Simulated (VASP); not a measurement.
# C (Fd-3m) in VASP: notebook

Aim: see how the results for C move with the level of theory and the settings. Levels: BLYP, r2SCAN+D3(BJ). Tasks: single point.

All numbers are computed with VASP 6.6.1; they aren't measurements. Logs are shortened: lines on timing, memory, paths and dates and some standing lists are left out, and cuts for length are marked.

## Step 1: The cell of the first run

It takes space group Fd-3m (No. 227, cubic). Conventional cell: a = 3.567 Å, b = 3.567 Å, c = 3.567 Å, α = 90.00°, β = 90.00°, γ = 90.00°. Within 2.1 Å of C (site symmetry -43m) lie 4 C at 1.54 Å.

## Step 2: Single point, BLYP

File INCAR:

```
SYSTEM = C
PREC = Accurate
ENCUT = 520
EDIFF = 1E-7
ISMEAR = -1
SIGMA = 0.05
LREAL = .False.
LASPH = .True.
NELM = 80
ALGO = Normal
ISIF = 2
LWAVE = .False.
LCHARG = .False.
GGA = B5
ALDAX = 1.0
AGGAX = 1.0
AGGAC = 1.0
ALDAC = 0.0
NBANDS = 11
```

File KPOINTS:

```
Automatic mesh
0
Gamma
  13 13 13
  0 0 0
```

File POSCAR:

```
C
1.0
    0.0000000000      1.7833700000      1.7833700000
    1.7833700000      0.0000000000      1.7833700000
    1.7833700000      1.7833700000      0.0000000000
C
2
Direct
    0.7500000000      0.7500000000      0.7500000000
    0.5000000000      0.5000000000      0.5000000000
```

Potentials or basis: VASP PAW PBE potentials, release 64 (C).

Run with:

```sh
cat potpaw_PBE.64/C/POTCAR > POTCAR
mpirun -np 1 vasp_std > vasp.out
```

OUTCAR:

```text
SYSTEM = C
   PREC = Accurate
   ENCUT = 520
   EDIFF = 1E-7
   ISMEAR = -1
   LREAL = .False.
   LASPH = .True.
   NELM = 80
   ISIF = 2
   GGA = B5

 ion  position               nearest neighbor table
   1  0.750  0.750  0.750-   2 1.54   2 1.54   2 1.54   2 1.54
   2  0.500  0.500  0.500-   1 1.54   1 1.54   1 1.54   1 1.54

  LATTYP: Found a face centered cubic cell.
 ALAT       =     3.5667400000

  Lattice vectors:

 A1 = (   0.0000000000,   1.7833700000,   1.7833700000)
 A2 = (   1.7833700000,   0.0000000000,   1.7833700000)
 A3 = (   1.7833700000,   1.7833700000,   0.0000000000)

Analysis of symmetry for initial positions (statically):
=====================================================================
 Subroutine PRICEL returns:
 Original cell was already a primitive cell.

 Routine SETGRP: Setting up the symmetry group for a
 face centered cubic supercell.

 Subroutine GETGRP returns: Found 48 space group operations
 (whereof 24 operations were pure point group operations)
 out of a pool of 48 trial point group operations.

The static configuration has the point symmetry T_d .
 The point group associated with its full space group is O_h .

Analysis of symmetry for dynamics (positions and initial velocities):
=====================================================================
 Subroutine PRICEL returns:
 Original cell was already a primitive cell.

 Routine SETGRP: Setting up the symmetry group for a
 face centered cubic supercell.

 Subroutine GETGRP returns: Found 48 space group operations
 (whereof 24 operations were pure point group operations)
 out of a pool of 48 trial point group operations.

The dynamic configuration has the point symmetry T_d .
 The point group associated with its full space group is O_h .

 Subroutine INISYM returns: Found 48 space group operations
 (whereof 24 operations are pure point group operations),
 and found     1 'primitive' translations

----------------------------------------------------------------------------------------

                                     Primitive cell

  volume of cell :      11.3437

  direct lattice vectors                    reciprocal lattice vectors
     0.000000000  1.783370000  1.783370000    -0.280368067  0.280368067  0.280368067
     1.783370000  0.000000000  1.783370000     0.280368067 -0.280368067  0.280368067
     1.783370000  1.783370000  0.000000000     0.280368067  0.280368067 -0.280368067

  length of vectors
     2.522066041  2.522066041  2.522066041     0.485611737  0.485611737  0.485611737

  position of ions in fractional coordinates (direct lattice)
     0.750000000  0.750000000  0.750000000
     0.500000000  0.500000000  0.500000000

  ion indices of the primitive-cell ions
   primitive index   ion index
                 1           1
                 2           2

----------------------------------------------------------------------------------------

 KPOINTS: Automatic mesh

Automatic generation of k-mesh.
 Grid dimensions read from file:
 generate k-points for:   13   13   13

 Generating k-lattice:

  Cartesian coordinates                     Fractional coordinates (reciprocal lattice)
    -0.021566774  0.021566774  0.021566774     0.076923077  0.000000000  0.000000000
     0.021566774 -0.021566774  0.021566774     0.000000000  0.076923077  0.000000000
     0.021566774  0.021566774 -0.021566774     0.000000000  0.000000000  0.076923077

  Length of vectors
     0.037354749  0.037354749  0.037354749

  Shift w.r.t. Gamma in fractional coordinates (k-lattice)
     0.000000000  0.000000000  0.000000000

 Subroutine IBZKPT returns following result:
 ===========================================

 Found     84 irreducible k-points:

 Following reciprocal coordinates:
            Coordinates               Weight
  0.000000  0.000000  0.000000      1.000000
  0.076923  0.000000  0.000000      8.000000
  0.153846  0.000000  0.000000      8.000000
  0.230769  0.000000  0.000000      8.000000
  0.307692  0.000000  0.000000      8.000000
  0.384615  0.000000  0.000000      8.000000
[... 16 lines left out ...]
  0.384615  0.153846  0.000000     24.000000
  0.461538  0.153846  0.000000     24.000000
 [... further k-points ...]
   k-points           NKPTS =     84   k-points in BZ     NKDIM =     84   number of bands    NBANDS=     11
   number of dos      NEDOS =    301   number of ions     NIONS =      2
   total plane-waves  NPLWV =   8000
   dimension x,y,z NGX =    20 NGY =   20 NGZ =   20
   dimension x,y,z NGXF=    40 NGYF=   40 NGZF=   40
   ions per type =               2
   NGX,Y,Z   is equivalent  to a cutoff of  13.18, 13.18, 13.18 a.u.
   NGXF,Y,Z  is equivalent  to a cutoff of  26.37, 26.37, 26.37 a.u.
 SYSTEM =  C
   PREC   = accura    normal or accurate (medium, high low for compatibility)
   ISTART =      0    job   : 0-new  1-cont  2-samecut
   ICHARG =      2    charge: 1-file 2-atom 10-const
   ISPIN  =      1    spin polarized calculation?
   LNONCOLLINEAR =      F non collinear calculations
   LSORBIT =      F    spin-orbit coupling
   LASPH  =      T    aspherical Exc in radial PAW
   ENCUT  =  520.0 eV  38.22 Ry    6.18 a.u.   4.69  4.69  4.69*2*pi/ulx,y,z
   NELM   =     80;   NELMIN=  2; NELMDL= -5     # of ELM steps
   EDIFF  = 0.1E-06   stopping-criterion for ELM
   LREAL  =      F    real-space projection
   EDIFFG = 0.1E-05   stopping-criterion for IOM
   NSW    =      0    number of steps for IOM
   IBRION =     -1    ionic relax: 0-MD 1-quasi-New 2-CG
   NFREE  =      0    steps in history (QN), initial steepest desc. (CG)
   ISIF   =      2    stress and relaxation
   ISYM   =      2    0-nonsym 1-usesym 2-fastsym
   POTIM  = 0.5000    time-step for ionic-motion
   TEBEG  =    0.0;   TEEND  =   0.0 temperature during run
   PSTRESS=    0.0 pullay stress
   NELECT =       8.0000    total number of electrons
   NUPDOWN=      -1.0000    fix difference up-down
   EMIN   =  10.00;   EMAX   =-10.00  energy-range for DOS
   EFERMI =   0.00;   METHOD = LEGACY
   ISMEAR =    -1;   SIGMA  =   0.05  broadening in eV -4-tet -1-fermi 0-gaus
   EFERMI_NEDOS =   21; number of points for ismear=-14 and -15
   IALGO  =     38    algorithm
   IMIX   =      4    mixing-type and parameters
     AMIX     =   0.40;   BMIX     =  1.00
     AMIX_MAG =   1.60;   BMIX_MAG =  1.00
  volume/ion in A,a.u.               =       5.67        38.28
  Fermi-wavevector in a.u.,A,eV,Ry     =   1.457203  2.753714 28.891161  2.123440
  Thomas-Fermi vector in A             =   2.574032
   LORBIT       =      0    0 simple, 1 ext, 2 COOP (PROOUT), +10 PAW based schemes
   GGA     = B5    functional components
   LHFCALC =     F    Hartree Fock is set to
   AEXX    =    0.0000 exact exchange contribution
   IVDW    =     0    specifies the selected vdW correction
   LEPSILON=     F    determine dielectric tensor
   LRPA    =     F    only Hartree local field effects (RPA)
 non-spin polarized calculation
  energy-cutoff  :      520.00
  volume of cell :       11.34
 maximum number of plane-waves:       322
   NGX =  9   NGY =  9   NGZ =  9

 number of electron       7.9999999 magnetization

 Free energy of the ion-electron system (eV)
  ---------------------------------------------------
  ext. energy  EPLUGINS =         0.00000000
  ---------------------------------------------------
  free energy    TOTEN  =       -16.71814426 eV

  energy without entropy =      -16.71814426  energy(sigma->0) =      -16.71814426

 E-fermi :  10.8984     XC(G=0): -12.5449

 val. band max:       10.0139424734   @ k =   0.0000   0.0000   0.0000
 cond. band min:      14.4841372685   @ k =   0.3846   0.3846   0.0000
 fundamental gap:      4.4701947951
 Fermi energy:        10.8984392440

 k-point     1 :       0.0000    0.0000    0.0000
  band No.  band energies     occupation
      1     -11.1777      2.00000
      2      10.0139      2.00000
      3      10.0139      2.00000
      4      10.0139      2.00000
      5      15.7568      0.00000
      6      15.7568      0.00000
      7      15.7568      0.00000
      8      23.4526      0.00000
      9      29.8233      0.00000
     10      36.9382      0.00000
     11      36.9382      0.00000

 k-point     2 :       0.0769    0.0000    0.0000
  band No.  band energies     occupation
      1     -11.0151      2.00000
      2       8.9873      2.00000
      3       9.7452      2.00000
      4       9.7452      2.00000
      5      16.1110      0.00000
      6      16.1110      0.00000
      7      16.3661      0.00000
      8      23.5894      0.00000
      9      30.0816      0.00000
     10      35.0432      0.00000
     11      35.0432      0.00000

 k-point     3 :       0.1538    0.0000    0.0000
  band No.  band energies     occupation
      1     -10.5290      2.00000
      2       6.7753      2.00000
      3       9.1337      2.00000
      4       9.1337      2.00000
      5      16.9220      0.00000
      6      16.9220      0.00000
      7      17.3862      0.00000
      8      23.9906      0.00000
      9      30.6546      0.00000
     10      33.4674      0.00000
     11      33.4674      0.00000

 k-point     4 :       0.2308    0.0000    0.0000
  band No.  band energies     occupation
      1      -9.7258      2.00000
      2       4.2224      2.00000
      3       8.4654      2.00000
      4       8.4654      2.00000
      5      17.7556      0.00000
      6      17.7556      0.00000
      7      18.1651      0.00000
      8      24.5896      0.00000
      9      31.0856      0.00000
     10      32.8461      0.00000
     11      32.8461      0.00000
[... 239 lines left out ...]
 k-point    22 :       0.3077    0.1538    0.0000
  band No.  band energies     occupation
      1      -8.8236      2.00000
      2       3.5747      2.00000
      3       6.5354      2.00000
      4       7.1138      2.00000
      5      16.1896      0.00000
      6      20.4449      0.00000
      7      20.5267      0.00000
      8      22.3966      0.00000
      9      30.8261      0.00000
     10      31.9244      0.00000
     11      37.0291      0.00000

 k-point    23 :       0.3846    0.1538    0.0000
  band No.  band energies     occupation
      1      -7.6330      2.00000
      2       1.1982      2.00000
      3       6.2402      2.00000
      4       6.3633      2.00000
      5      16.8973      0.00000
      6      20.8151      0.00000
      7      20.8383      0.00000
      8      22.9319      0.00000
      9      31.5029      0.00000
     10      32.1522      0.00000
     11      37.3571      0.00000

 k-point    24 :       0.4615    0.1538    0.0000
  band No.  band energies     occupation
      1      -6.2174      2.00000
      2      -1.0074      2.00000
      3       5.6819      2.00000
      4       6.1974      2.00000
      5      17.3545      0.00000
      6      20.7131      0.00000
      7      21.0236      0.00000
      8      24.1334      0.00000
      9      30.8848      0.00000
     10      33.4359      0.00000
     11      37.3986      0.00000

 [... further k-points ...]
[... 5 lines left out ...]
  --------------------------------------------------------------------------------------
  -------------------------------------------------------------------------------------
  Total        0.8318491      0.8318491      0.8318491      0.0000000      0.0000000      0.0000000
  in kB      117.4899656    117.4899656    117.4899656      0.0000000      0.0000000      0.0000000
  external PRESSURE =     117.4899656 kB  Pullay stress =       0.0000000 kB

 VOLUME and BASIS-vectors are now :
 -----------------------------------------------------------------------------
  energy-cutoff  :      520.00
  volume of cell :       11.34
      direct lattice vectors                 reciprocal lattice vectors
     0.000000000  1.783370000  1.783370000    -0.280368067  0.280368067  0.280368067
     1.783370000  0.000000000  1.783370000     0.280368067 -0.280368067  0.280368067
     1.783370000  1.783370000  0.000000000     0.280368067  0.280368067 -0.280368067

 POSITION                                       TOTAL-FORCE (eV/Angst)
 -----------------------------------------------------------------------------------
      2.67505      2.67505      2.67505         0.000000      0.000000      0.000000
      1.78337      1.78337      1.78337        -0.000000     -0.000000     -0.000000
 -----------------------------------------------------------------------------------
    total drift:                                0.000000     -0.000000      0.000000

  FREE ENERGIE OF THE ION-ELECTRON SYSTEM (eV)
  ---------------------------------------------------
  free  energy   TOTEN  =       -16.7181442647 eV

  energy  without entropy=      -16.7181442647  energy(sigma->0) =      -16.71814426
```

It took 9.6 s on 1 thread of Intel Xeon Platinum 8375C at 2.90GHz (Ice Lake), shared host; peak memory 0.12 GiB.

Results:

```yaml
Free_energy: -16.7181 eV
Pressure: 11.7 GPa
Band_gap_on_the_k_mesh: 4.47 eV, indirect (least direct gap 5.74 eV)
```

Caveat: the PAW data sets were made with another functional, which shifts forces and pressure a little. A k mesh can miss the band edges.

(Part 1 of 3 ends here.)
